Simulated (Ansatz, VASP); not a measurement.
## One calculation of Se, two programs

```
Se
1.0
     3.44661    0.00000    0.00000
    -1.72331    2.98486    0.00000
     0.00000    0.00000    5.59404
Se
2
Direct
  0.33333 0.66667 0.25000
  0.66667 0.33333 0.75000
```

Alike in both runs: task relaxation of cell and atoms; functional PBE; k mesh 6 × 6 × 4; occupations gaussian, width 0.1 eV; no spin polarisation.

```csv
,VASP,Ansatz
version,VASP 6.6.1,Ansatz 0.2.0
potentials or method,"VASP PAW PBE potentials, release 64 (Se), cutoff 600 eV","scalar-relativistic, plane waves, PAW"
valence electrons in the cell,12,32
```

|  | VASP | Ansatz | Ansatz less VASP |
| --- | --- | --- | --- |
| gap on the k mesh at the Fermi level, each at its own relaxed structure (eV) | none | none | - |
| relaxed volume (Å³/atom) | 22.02 | 21.94 | -0.079 |
| relaxed cell length with the largest relative difference (Å) | 3.608 | 3.599 | -0.0088 |

A gap of «none» marks a metal or a gap that the smearing closes. VASP's potentials hold 12 valence electrons a cell and Ansatz's 32, so a difference there can come from the potentials and not from the codes.

Noted on VASP's run: the volume moved by over 15 % at a fixed basis, so the end points are rough.
